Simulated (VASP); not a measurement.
Write the native input for VASP 6.6.1 that does the following.

```
Task                   : single point
Functional             : LDA
Potentials or basis    : VASP PAW LDA potentials, release 64 (Si)
Cutoff                 : 500 eV
k mesh                 : 7 × 7 × 4
Occupations            : gaussian, width 0.15 eV
Spin                   : no spin polarisation
Dipole correction      : no
Further INCAR settings : ALGO = Normal; EDIFF = 1e-06; NBANDS = 46
```

The structure of Si lies in POSCAR:

```
Si
1.0
   -3.2836945321      3.2836945321     -3.2836945321
   -3.2836945321     -3.2836945321      3.2836945321
    0.0000000000      7.6280492360      7.6280492360
Si
16
Direct
    0.8977581535      0.8977581535      0.6897451811
    0.3977581535      0.3977581535      0.2592688652
    0.2500000000      0.9544836931      0.8169579522
    0.7500000000      0.4544836931      0.3864816364
    0.6477581535      0.1477581535      0.7289325654
    0.1477581535      0.6477581535      0.2984562495
    0.7044836931      0.5000000000      0.6017197943
    0.2044836931      0.0000000000      0.1712434784
    0.6022418465      0.6022418465      0.0832180916
    0.1022418465      0.1022418465      0.5136944075
    0.2500000000      0.5455163069      0.8169579522
    0.7500000000      0.0455163069      0.3864816364
    0.8522418465      0.3522418465      0.0440307073
    0.3522418465      0.8522418465      0.4745070232
    0.2955163069      0.5000000000      0.6017197943
    0.7955163069      0.0000000000      0.1712434784
```

This cell differs from its parent crystal: the distance across one plane changed.

These files were run (other wordings do the same):

INCAR

```
PREC     = Accurate       # precision mode
ENCUT    = 500            # plane-wave cutoff, eV
EDIFF    = 1E-6           # SCF threshold, eV
ISMEAR   = 0              # smearing method
SIGMA    = 0.15           # smearing width, eV
LREAL    = False          # projectors in reciprocal space
LASPH    = True           # aspherical terms in the spheres
NELM     = 120            # most SCF steps
ALGO     = Normal         # electronic algorithm
ISIF     = 2              # what is computed and relaxed
LWAVE    = False          # write WAVECAR
LCHARG   = True           # write CHGCAR
GGA      = CA             # functional
LELF     = True           # ELF
LVHAR    = True         
NBANDS   = 46             # bands
GGA_COMPAT= False
```

KPOINTS

```
regular mesh
0
Gamma
  7 7 4
```

Potentials or basis: VASP PAW LDA potentials, release 64 (Si).

The run is started by

```console
$ cat potpaw_LDA.64/Si/POTCAR > POTCAR
$ mpirun -np 1 vasp_std > vasp.out
```

Results of the run:

```
Pressure               : -3.0 GPa
Largest force          : 1.551 eV/Å
Band gap on the k mesh : zero (bands 32 and 33 overlap by 0.55 eV)
```

Caveat: the cell differs from its parent crystal (the distance across one plane changed); the cell stands under tension; semilocal functionals underestimate gaps, and a narrow one can read as zero; forces of over 1 eV/Å act on the atoms, so gaps and moduli don't describe the material at rest.

It took 15 min on 1 thread of Oxide Virtual Turin-like Processor, on a shared host, peak memory 0.87 GiB.
